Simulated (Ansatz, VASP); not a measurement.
**BeS in VASP and in Ansatz**

Contents of INCAR:

```
SYSTEM = BeS
ALGO = Normal
EDIFF = 1E-8
ENCUT = 520
GGA = PE
ISIF = 2
ISMEAR = -1
LASPH = .True.
LCHARG = .False.
LEFG = .True.
LREAL = .False.
LWAVE = .False.
NBANDS = 11
NELM = 80
PREC = Accurate
SIGMA = 0.05
```

The input KPOINTS:

```
k-points
0
Gamma
  12 12 12
  0 0 0
```

Contents of POSCAR:

```
BeS
1.0
    0.0000000000      2.4212923160      2.4212923160
    2.4212923160      0.0000000000      2.4212923160
    2.4212923160      2.4212923160      0.0000000000
Be S
1 1
Direct
    0.0000000000      0.0000000000      0.0000000000
    0.2500000000      0.2500000000      0.2500000000
```

Input for Ansatz:

```yaml
crystal:
  lattice:
    - [0.0, 2.421292316, 2.421292316]
    - [2.421292316, 0.0, 2.421292316]
    - [2.421292316, 2.421292316, 0.0]
  atoms:
    - { symbol: Be, position: [0.0, 0.0, 0.0] }
    - { symbol: S, position: [0.25, 0.25, 0.25] }
kpoints:
  mp_grid: { grid: [12, 12, 12] }
scf:
  occupations: { method: fermi_dirac, width: 0.05 }
hamiltonian:
  xc: pbe
  pseudopotentials: { kind: paw }
output:
  forces: true
  stress: true
  eigenvalues: true
  efg: { contact_densities: true }
```

Change from the starting cell: volume scaled by 0.98, PAW files.

Alike in both runs: task electric field gradients; functional PBE; k mesh 12 × 12 × 12; occupations fermi-dirac, width 0.05 eV; no spin polarisation.

```csv
,VASP,Ansatz
version,VASP 6.6.1,Ansatz 0.2.0
potentials or method,"VASP PAW PBE potentials, release 64 (Be, S)","PAW with Ansatz's default frozen-core files, scalar-relativistic"
plane-wave cutoff (eV),520,420
valence electrons in the cell,8,8
```

|  | VASP | Ansatz | Ansatz less VASP |
| --- | --- | --- | --- |
| gap on the k mesh at the Fermi level (eV) | 3.10 | 3.10 | -0.001 |
| pressure (GPa) | 2.0 | 2.0 | -0.01 |

With one functional, cell and mesh, what is left measures potentials, basis and numerics.
